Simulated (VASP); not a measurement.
# Si2Ge3 (P6/mmm) in VASP: a series of runs, part 2 of 2

VASP 6.6.1.

## Step 5: Single point, PBE

This run uses another cell than the first one, of 24.41 Å³/atom, 1.214 times its volume.

Input file INCAR:

```
ALGO     = Normal         # electronic algorithm
EDIFF    = 1E-6           # SCF threshold, eV
ENCUT    = 520            # plane-wave cutoff, eV
GGA      = PE             # functional
ISIF     = 2              # what is computed and relaxed
ISMEAR   = 0              # smearing method
LASPH    = T              # aspherical terms in the spheres
LCHARG   = F              # write CHGCAR
LREAL    = F              # projectors in reciprocal space
LWAVE    = F              # write WAVECAR
NBANDS   = 33             # bands
NELM     = 80             # most SCF steps
PREC     = Accurate       # precision mode
SIGMA    = 0.1            # smearing width, eV
```

Input file KPOINTS:

```
k-points
0
Gamma
  12 12 8
```

Input file POSCAR:

```
Si2Ge3
1.0
    5.4905166692      0.0000000000      0.0000000000
   -2.7452583346      4.7549269154      0.0000000000
    0.0000000000      0.0000000000      4.6758778000
Si Ge
2 3
Direct
    0.0000000000      0.0000000000      0.0000000000
    0.0000000000      0.0000000000      0.5000000000
    0.5000000000      0.0000000000      0.0000000000
    0.0000000000      0.5000000000      0.0000000000
    0.5000000000      0.5000000000      0.0000000000
```

Potentials or basis: VASP PAW PBE potentials, release 64 (Si, Ge_d).

Command:

```bash
> cat potpaw_PBE.64/Si/POTCAR potpaw_PBE.64/Ge_d/POTCAR > POTCAR
> mpirun -np 1 vasp_std > vasp.out
```

OUTCAR:

```text
EDIFF = 1E-6
   ENCUT = 520
   GGA = PE
   ISIF = 2
   ISMEAR = 0
   LASPH = T
   LREAL = F
   NELM = 80
   PREC = Accurate

 ion  position               nearest neighbor table
   1  0.000  0.000  0.000-   2 2.34   2 2.34   5 2.75   4 2.75   4 2.75   5 2.75   3 2.75   3 2.75

   2  0.000  0.000  0.500-   1 2.34   1 2.34
   3  0.500  0.000  0.000-   4 2.75   5 2.75   5 2.75   4 2.75   1 2.75   1 2.75
   4  0.000  0.500  0.000-   1 2.75   3 2.75   1 2.75   3 2.75   5 2.75   5 2.75
   5  0.500  0.500  0.000-   1 2.75   3 2.75   3 2.75   1 2.75   4 2.75   4 2.75

  LATTYP: Found a hexagonal cell.
 ALAT       =     5.4905166692
 C/A-ratio  =     0.8516280128

  Lattice vectors:

 A1 = (   5.4905166692,   0.0000000000,   0.0000000000)
 A2 = (  -2.7452583346,   4.7549269154,   0.0000000000)
 A3 = (   0.0000000000,   0.0000000000,   4.6758778000)

Analysis of symmetry for initial positions (statically):
=====================================================================
 Subroutine PRICEL returns:
 Original cell was already a primitive cell.

 Routine SETGRP: Setting up the symmetry group for a
 hexagonal supercell.

 Subroutine GETGRP returns: Found 24 space group operations
 (whereof 24 operations were pure point group operations)
 out of a pool of 24 trial point group operations.

The static configuration has the point symmetry D_6h.

Analysis of symmetry for dynamics (positions and initial velocities):
=====================================================================
 Subroutine PRICEL returns:
 Original cell was already a primitive cell.

 Routine SETGRP: Setting up the symmetry group for a
 hexagonal supercell.

 Subroutine GETGRP returns: Found 24 space group operations
 (whereof 24 operations were pure point group operations)
 out of a pool of 24 trial point group operations.

[... 119 lines left out ...]
   EMIN   =  10.00;   EMAX   =-10.00  energy-range for DOS
   EFERMI =   0.00;   METHOD = LEGACY
   ISMEAR =     0;   SIGMA  =   0.10  broadening in eV -4-tet -1-fermi 0-gaus
   EFERMI_NEDOS =   21; number of points for ismear=-14 and -15
   IALGO  =     38    algorithm
   IMIX   =      4    mixing-type and parameters
     AMIX     =   0.40;   BMIX     =  1.00
     AMIX_MAG =   1.60;   BMIX_MAG =  1.00
  volume/ion in A,a.u.               =      24.41       164.76
  Fermi-wavevector in a.u.,A,eV,Ry     =   1.215789  2.297507 20.111344  1.478142
  Thomas-Fermi vector in A             =   2.351164
   LORBIT       =      0    0 simple, 1 ext, 2 COOP (PROOUT), +10 PAW based schemes
   GGA     = PE    functional components
   LHFCALC =     F    Hartree Fock is set to
   AEXX    =    0.0000 exact exchange contribution
   IVDW    =     0    specifies the selected vdW correction
   LEPSILON=     F    determine dielectric tensor
   LRPA    =     F    only Hartree local field effects (RPA)
 non-spin polarized calculation
 Gauss-broadening in eV      SIGMA  =   0.10
  energy-cutoff  :      520.00
  volume of cell :      122.07
 maximum number of plane-waves:      3310
 NGX is ok and might be reduce to    42
   NGX = 21   NGY = 21   NGZ = 17

 number of electron      50.0000044 magnetization

 Free energy of the ion-electron system (eV)
  ---------------------------------------------------
  ext. energy  EPLUGINS =         0.00000000
  ---------------------------------------------------
  free energy    TOTEN  =       -20.36501125 eV

  energy without entropy =      -20.35194979  energy(sigma->0) =      -20.35848052

 E-fermi :   4.2251     XC(G=0):  -9.3000

 val. band max:        4.2248431965   @ k =   0.2500   0.1667   0.1250
 cond. band min:       4.2430045388   @ k =   0.1667   0.0833   0.5000
 fundamental gap:      0.0181613422
 Fermi energy:         4.2250544943

 k-point     1 :       0.0000    0.0000    0.0000
  band No.  band energies     occupation
      1     -20.6207      2.00000
      2     -20.5914      2.00000
      3     -20.5914      2.00000
      4     -20.5500      2.00000
      5     -20.5361      2.00000
      6     -20.5168      2.00000
[... 853 lines left out ...]
     32       9.9507      0.00000
     33      10.0866      0.00000

 [... further k-points ...]
[... 5 lines left out ...]
  --------------------------------------------------------------------------------------
  -------------------------------------------------------------------------------------
  Total        0.0337540      0.0337540     -0.0376425      0.0000000      0.0000000      0.0000000
  in kB        0.4430126      0.4430126     -0.4940478      0.0000000      0.0000000      0.0000000
  external PRESSURE =       0.1306591 kB  Pullay stress =       0.0000000 kB

 VOLUME and BASIS-vectors are now :
 -----------------------------------------------------------------------------
  energy-cutoff  :      520.00
  volume of cell :      122.07
      direct lattice vectors                 reciprocal lattice vectors
     5.490516669  0.000000000  0.000000000     0.182132222  0.105154087  0.000000000
    -2.745258335  4.754926915  0.000000000     0.000000000  0.210308175  0.000000000
     0.000000000  0.000000000  4.675877800     0.000000000  0.000000000  0.213863587

 POSITION                                       TOTAL-FORCE (eV/Angst)
 -----------------------------------------------------------------------------------
      0.00000      0.00000      0.00000         0.000000      0.000000      0.000000
      0.00000      0.00000      2.33794         0.000000      0.000000      0.000000
      2.74526      0.00000      0.00000        -0.000000      0.000000      0.000000
     -1.37263      2.37746      0.00000         0.000000      0.000000      0.000000
      1.37263      2.37746      0.00000         0.000000      0.000000      0.000000
 -----------------------------------------------------------------------------------
    total drift:                                0.000000      0.000000     -0.000000

  FREE ENERGIE OF THE ION-ELECTRON SYSTEM (eV)
  ---------------------------------------------------
  free  energy   TOTEN  =       -20.3650112519 eV

  energy  without entropy=      -20.3519497931  energy(sigma->0) =      -20.35848052
```

Run time: 2.7 min. Hardware: 1 thread of Intel Xeon 6975P-C (Granite Rapids), shared host; peak memory 0.43 GiB.

Results:

| Property | Result |
| --- | --- |
| Free energy | -20.3650 eV |
| Pressure | 0.0 GPa |
| Band gap on the k mesh | zero (band 25 reaches 5.65 eV, above the bottom of band 26 at 3.74 eV) |

Stress tensor (GPa, compression positive):
```
 0.04  0.00  0.00
 0.00  0.04  0.00
 0.00  0.00 -0.05
```

## Step 6: Overview

```csv
task,cell,k mesh,cutoff (eV),gap on the mesh (eV),pressure (GPa)
single point,"a = 4.306, b = 4.306, c = 6.259 Å, angles 90.0, 90.0, 120.0°, 5 atoms",6 × 6 × 4,520,none,58.5
single point,"a = 5.482, b = 5.482, c = 4.716 Å, angles 90.0, 90.0, 120.0°, 5 atoms",6 × 6 × 4,520,none,-0.1
relaxation of cell and atoms,"relaxed from a = 4.306, b = 4.306, c = 6.259 Å, angles 90.0, 90.0, 120.0°, 5 atoms",6 × 6 × 4,600,none,0.1
single point,"a = 5.491, b = 5.491, c = 4.676 Å, angles 90.0, 90.0, 120.0°, 5 atoms",12 × 12 × 8,520,none,0.0
```

Alike in all rows: level PBE; potentials or basis VASP PAW PBE potentials, release 64 (Si, Ge_d); no spin polarisation; smearing gaussian 0.1 eV.

Caveats: the volume moved by over 15 % at a fixed basis, so the end points are rough (some runs).

Absolute energies hang on the potentials; compare differences alone.
